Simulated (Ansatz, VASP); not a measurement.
# Two plane-wave programs on TiO2

```
CELL_PARAMETERS angstrom
4.59756 0.00000 0.00000
0.00000 4.59756 0.00000
0.00000 0.00000 2.95413
ATOMIC_POSITIONS crystal
Ti 0.00000 0.00000 0.00000
Ti 0.50000 0.50000 0.50000
O 0.30463 0.30463 0.00000
O 0.19537 0.80463 0.50000
O 0.69537 0.69537 0.00000
O 0.80463 0.19537 0.50000
```

Alike in both runs: functional r2SCAN; k mesh 6 × 6 × 10; occupations gaussian, width 0.02 eV; no spin polarisation.

Ansatz relaxed the structure, and its values are those at the end. VASP's run is a single point on that final structure, the one shown.

|  | VASP | Ansatz |
| --- | --- | --- |
| version | VASP 6.6.1 | Ansatz 0.2.0 |
| potentials or method | VASP PAW PBE potentials, release 64 (Ti_sv, O), cutoff 520 eV | scalar-relativistic, plane waves, PAW |
| valence electrons in the cell | 48 | 48 |

Ansatz gave:

```
gap on the k mesh at the Fermi level (eV) : 2.23
least direct gap on the mesh (eV)         : 2.23
pressure (GPa)                            : 0.0
rms of the force components (eV/Å)        : 0.001
```

Q: Which values does VASP return?

A: gap on the k mesh at the Fermi level (eV): 2.23; least direct gap on the mesh (eV): 2.23; pressure (GPa): 1.1; rms of the force components (eV/Å): 0.016.

VASP's potentials were made for PBE, not for r2SCAN.
